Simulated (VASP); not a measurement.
# Na (Im-3m) in VASP: notebook, part 2 of 3

VASP 6.6.1.

## Step 3: Single point, PBE (volume scaled by 1.04)

Contents of INCAR:

```
PREC = Accurate
ENCUT = 520
EDIFF = 1E-6
ISMEAR = -1
SIGMA = 0.05
LREAL = F
LASPH = T
NELM = 100
ALGO = Normal
ISIF = 2
LWAVE = F
LCHARG = T
GGA = PE
LELF = T
LVHAR = T
NBANDS = 10
```

Contents of KPOINTS:

```
Automatic mesh
0
Gamma
  9 9 9
```

Contents of POSCAR:

```
Na
1.0
   -2.1691742836      2.1691742836      2.1691742836
    2.1691742836     -2.1691742836      2.1691742836
    2.1691742836      2.1691742836     -2.1691742836
Na
1
Direct
    0.0000000000      0.0000000000      0.0000000000
```

Potentials or basis: VASP PAW PBE potentials, release 64 (Na_pv).

Launch:

```
$ cat potpaw_PBE.64/Na_pv/POTCAR > POTCAR
$ mpirun -np 1 vasp_std > vasp.out
```

OUTCAR:

```text
PREC = Accurate
   ENCUT = 520
   EDIFF = 1E-6
   ISMEAR = -1
   LREAL = F
   LASPH = T
   NELM = 100
   ISIF = 2
   GGA = PE

 ion  position               nearest neighbor table
   1  0.000  0.000  0.000-

  LATTYP: Found a body centered cubic cell.
 ALAT       =     4.3383485672

  Lattice vectors:

 A1 = (  -2.1691742836,   2.1691742836,   2.1691742836)
 A2 = (   2.1691742836,  -2.1691742836,   2.1691742836)
 A3 = (   2.1691742836,   2.1691742836,  -2.1691742836)

Analysis of symmetry for initial positions (statically):
=====================================================================
 Subroutine PRICEL returns:
 Original cell was already a primitive cell.

 Routine SETGRP: Setting up the symmetry group for a
 body centered cubic supercell.

 Subroutine GETGRP returns: Found 48 space group operations
[... 9 lines left out ...]

 Routine SETGRP: Setting up the symmetry group for a
 body centered cubic supercell.

 Subroutine GETGRP returns: Found 48 space group operations
[... 11 lines left out ...]
                                     Primitive cell

  volume of cell :      40.8266

  direct lattice vectors                    reciprocal lattice vectors
    -2.169174284  2.169174284  2.169174284     0.000000000  0.230502456  0.230502456
     2.169174284 -2.169174284  2.169174284     0.230502456  0.000000000  0.230502456
     2.169174284  2.169174284 -2.169174284     0.230502456  0.230502456  0.000000000

  length of vectors
     3.757120070  3.757120070  3.757120070     0.325979700  0.325979700  0.325979700

  position of ions in fractional coordinates (direct lattice)
     0.000000000  0.000000000  0.000000000

  ion indices of the primitive-cell ions
   primitive index   ion index
                 1           1

----------------------------------------------------------------------------------------

 KPOINTS: Automatic mesh

Automatic generation of k-mesh.
 Grid dimensions read from file:
 generate k-points for:    9    9    9

 Generating k-lattice:

  Cartesian coordinates                     Fractional coordinates (reciprocal lattice)
     0.000000000  0.025611384  0.025611384     0.111111111  0.000000000  0.000000000
     0.025611384  0.000000000  0.025611384     0.000000000  0.111111111  0.000000000
     0.025611384  0.025611384  0.000000000     0.000000000  0.000000000  0.111111111

  Length of vectors
     0.036219967  0.036219967  0.036219967

  Shift w.r.t. Gamma in fractional coordinates (k-lattice)
     0.000000000  0.000000000  0.000000000

 Subroutine IBZKPT returns following result:
 ===========================================

 Found     35 irreducible k-points:

 Following reciprocal coordinates:
            Coordinates               Weight
  0.000000  0.000000  0.000000      1.000000
  0.111111  0.000000  0.000000     12.000000
  0.222222  0.000000  0.000000     12.000000
  0.333333  0.000000  0.000000     12.000000
  0.444444  0.000000  0.000000     12.000000
  0.111111  0.111111  0.000000     24.000000
[... 16 lines left out ...]
 -0.333333  0.444444  0.111111     48.000000
 -0.444444 -0.444444  0.111111     24.000000
 [... further k-points ...]
   k-points           NKPTS =     35   k-points in BZ     NKDIM =     35   number of bands    NBANDS=     10
   number of dos      NEDOS =    301   number of ions     NIONS =      1
   total plane-waves  NPLWV =  21952
   dimension x,y,z NGX =    28 NGY =   28 NGZ =   28
   dimension x,y,z NGXF=    56 NGYF=   56 NGZF=   56
   ions per type =               1
   NGX,Y,Z   is equivalent  to a cutoff of  12.39, 12.39, 12.39 a.u.
   NGXF,Y,Z  is equivalent  to a cutoff of  24.78, 24.78, 24.78 a.u.
 SYSTEM =  unknown system
   PREC   = accura    normal or accurate (medium, high low for compatibility)
   ISTART =      0    job   : 0-new  1-cont  2-samecut
   ICHARG =      2    charge: 1-file 2-atom 10-const
   ISPIN  =      1    spin polarized calculation?
   LNONCOLLINEAR =      F non collinear calculations
   LSORBIT =      F    spin-orbit coupling
   LASPH  =      T    aspherical Exc in radial PAW
   ENCUT  =  520.0 eV  38.22 Ry    6.18 a.u.   6.99  6.99  6.99*2*pi/ulx,y,z
   NELM   =    100;   NELMIN=  2; NELMDL= -5     # of ELM steps
   EDIFF  = 0.1E-05   stopping-criterion for ELM
   LREAL  =      F    real-space projection
   EDIFFG = 0.1E-04   stopping-criterion for IOM
   NSW    =      0    number of steps for IOM
   IBRION =     -1    ionic relax: 0-MD 1-quasi-New 2-CG
   NFREE  =      0    steps in history (QN), initial steepest desc. (CG)
   ISIF   =      2    stress and relaxation
   ISYM   =      2    0-nonsym 1-usesym 2-fastsym
   POTIM  = 0.5000    time-step for ionic-motion
   TEBEG  =    0.0;   TEEND  =   0.0 temperature during run
   PSTRESS=    0.0 pullay stress
   NELECT =       7.0000    total number of electrons
   NUPDOWN=      -1.0000    fix difference up-down
   EMIN   =  10.00;   EMAX   =-10.00  energy-range for DOS
   EFERMI =   0.00;   METHOD = LEGACY
   ISMEAR =    -1;   SIGMA  =   0.05  broadening in eV -4-tet -1-fermi 0-gaus
   EFERMI_NEDOS =   21; number of points for ismear=-14 and -15
   IALGO  =     38    algorithm
   IMIX   =      4    mixing-type and parameters
     AMIX     =   0.40;   BMIX     =  1.00
     AMIX_MAG =   1.60;   BMIX_MAG =  1.00
  volume/ion in A,a.u.               =      40.83       275.51
  Fermi-wavevector in a.u.,A,eV,Ry     =   0.909480  1.718668 11.254107  0.827154
  Thomas-Fermi vector in A             =   2.033529
   LORBIT       =      0    0 simple, 1 ext, 2 COOP (PROOUT), +10 PAW based schemes
   GGA     = PE    functional components
   LHFCALC =     F    Hartree Fock is set to
   AEXX    =    0.0000 exact exchange contribution
   IVDW    =     0    specifies the selected vdW correction
   LEPSILON=     F    determine dielectric tensor
   LRPA    =     F    only Hartree local field effects (RPA)
 non-spin polarized calculation
  energy-cutoff  :      520.00
  volume of cell :       40.83
 maximum number of plane-waves:      1118
   NGX = 13   NGY = 13   NGZ = 13

 number of electron       6.9999990 magnetization

 Free energy of the ion-electron system (eV)
  ---------------------------------------------------
  ext. energy  EPLUGINS =         0.00000000
  ---------------------------------------------------
  free energy    TOTEN  =        -1.30921905 eV

  energy without entropy =       -1.30587005  energy(sigma->0) =       -1.30754455

 E-fermi :   0.0547     XC(G=0):  -6.2567

 val. band max:       -0.0402308456   @ k =  -0.3333   0.4444   0.1111
 cond. band min:       0.1481665023   @ k =   0.4444   0.0000   0.0000
 fundamental gap:      0.1883973478
 Fermi energy:         0.0546725192

 k-point     1 :       0.0000    0.0000    0.0000
  band No.  band energies     occupation
      1     -24.9163      2.00000
      2     -24.9163      2.00000
      3     -24.9163      2.00000
      4      -3.0149      2.00000
      5      11.1855      0.00000
      6      11.1855      0.00000
      7      11.1855      0.00000
      8      12.1342      0.00000
      9      12.1342      0.00000
     10      12.6519      0.00000

 k-point     2 :       0.1111    0.0000    0.0000
  band No.  band energies     occupation
      1     -24.9193      2.00000
      2     -24.9173      2.00000
      3     -24.9163      2.00000
      4      -2.8117      2.00000
      5       9.0472      0.00000
      6      10.1962      0.00000
      7      10.4473      0.00000
      8      10.9485      0.00000
      9      11.4487      0.00000
     10      12.7938      0.00000

 k-point     3 :       0.2222    0.0000    0.0000
  band No.  band energies     occupation
      1     -24.9267      2.00000
      2     -24.9199      2.00000
      3     -24.9163      2.00000
      4      -2.2063      2.00000
      5       6.3698      0.00000
      6       9.0828      0.00000
      7       9.5533      0.00000
      8       9.8867      0.00000
      9      10.7758      0.00000
     10      13.3065      0.00000
[... 248 lines left out ...]
 k-point    23 :      -0.3333    0.4444    0.1111
  band No.  band energies     occupation
      1     -24.9369      2.00000
      2     -24.9273      2.00000
      3     -24.9204      2.00000
      4      -0.0402      1.73935
      5       3.3926      0.00000
      6       5.1843      0.00000
      7       8.5309      0.00000
      8      10.0839      0.00000
      9      10.4859      0.00000
     10      13.1877      0.00000

 k-point    24 :      -0.4444   -0.4444    0.1111
  band No.  band energies     occupation
      1     -24.9389      2.00000
      2     -24.9286      2.00000
      3     -24.9203      2.00000
      4       1.3042      0.00000
      5       1.7176      0.00000
      6       4.9829      0.00000
      7       8.3840      0.00000
      8       9.9987      0.00000
      9      11.3587      0.00000
     10      12.1534      0.00000

 [... further k-points ...]
[... 5 lines left out ...]
  --------------------------------------------------------------------------------------
  -------------------------------------------------------------------------------------
  Total       -0.1721771     -0.1721771     -0.1721771     -0.0000000      0.0000000     -0.0000000
  in kB       -6.7568233     -6.7568233     -6.7568233     -0.0000000      0.0000000     -0.0000000
  external PRESSURE =      -6.7568233 kB  Pullay stress =       0.0000000 kB

 VOLUME and BASIS-vectors are now :
 -----------------------------------------------------------------------------
  energy-cutoff  :      520.00
  volume of cell :       40.83
      direct lattice vectors                 reciprocal lattice vectors
    -2.169174284  2.169174284  2.169174284     0.000000000  0.230502456  0.230502456
     2.169174284 -2.169174284  2.169174284     0.230502456  0.000000000  0.230502456
     2.169174284  2.169174284 -2.169174284     0.230502456  0.230502456  0.000000000

 POSITION                                       TOTAL-FORCE (eV/Angst)
 -----------------------------------------------------------------------------------
      0.00000      0.00000      0.00000         0.000000     -0.000000      0.000000
 -----------------------------------------------------------------------------------
    total drift:                               -0.000000     -0.000000     -0.000000

  FREE ENERGIE OF THE ION-ELECTRON SYSTEM (eV)
  ---------------------------------------------------
  free  energy   TOTEN  =        -1.3092190526 eV

  energy  without entropy=       -1.3058700518  energy(sigma->0) =       -1.30754455
```

stdout:

```text
POSCAR found type information on POSCAR Na
 POSCAR found :  1 types and       1 ions
 scaLAPACK will be used
 LDA part: xc-table for (Slater+PW92), standard interpolation
 POSCAR, INCAR and KPOINTS ok, starting setup
 FFT: planning ... GRIDC
 FFT: planning ... GRID_SOFT
 FFT: planning ... GRID
 WAVECAR not read
 entering main loop
```

It took 4.3 s on 1 thread of Intel Xeon 6975P-C (Granite Rapids), shared host; peak memory 0.15 GiB.

Results:

```
Free energy : -1.3092 eV
Pressure    : -0.7 GPa
```

Levels at points of the mesh, in eV from the Fermi level:
| k point | band 1 | band 2 | band 3 | band 4 | band 5 | band 6 | band 7 | band 8 |
| --- | --- | --- | --- | --- | --- | --- | --- | --- |
| (0.00, 0.00, 0.00) | -24.97 | -24.97 | -24.97 | -3.07 | 11.13 | 11.13 | 11.13 | 12.08 |

## Step 4: Single point, PBE (volume scaled by 1.06)

Contents of INCAR:

```
SYSTEM = Na
PREC = Accurate
ENCUT = 520
EDIFF = 1E-7
ISMEAR = -1
SIGMA = 0.05
LREAL = .FALSE.
LASPH = .TRUE.
NELM = 80
ALGO = Normal
ISIF = 2
LWAVE = .FALSE.
LCHARG = .TRUE.
GGA = PE
LELF = .TRUE.
LVHAR = .TRUE.
NBANDS = 10
```

Contents of KPOINTS:

```
regular mesh
0
G
  9 9 9
  0 0 0
```

Contents of POSCAR:

```
Na
1.0
   -2.1829910528      2.1829910528      2.1829910528
    2.1829910528     -2.1829910528      2.1829910528
    2.1829910528      2.1829910528     -2.1829910528
Na
1
Direct
    0.0000000000      0.0000000000      0.0000000000
```

Launch:

```
$ cat potpaw_PBE.64/Na_pv/POTCAR > POTCAR
$ mpirun -np 1 vasp_std > vasp.out
```

It took 4.8 s on 1 thread of Intel Xeon 6975P-C (Granite Rapids), shared host; peak memory 0.15 GiB.

The run converged. Its results:

* Free energy: -1.3058 eV
* Pressure: -0.8 GPa

Levels at points of the mesh, in eV from the Fermi level:
| k point | band 1 | band 2 | band 3 | band 4 | band 5 | band 6 |
| --- | --- | --- | --- | --- | --- | --- |
| (0.00, 0.00, 0.00) | -24.99 | -24.99 | -24.99 | -3.03 | 11.01 | 11.01 |

[end of part 2 of 3]
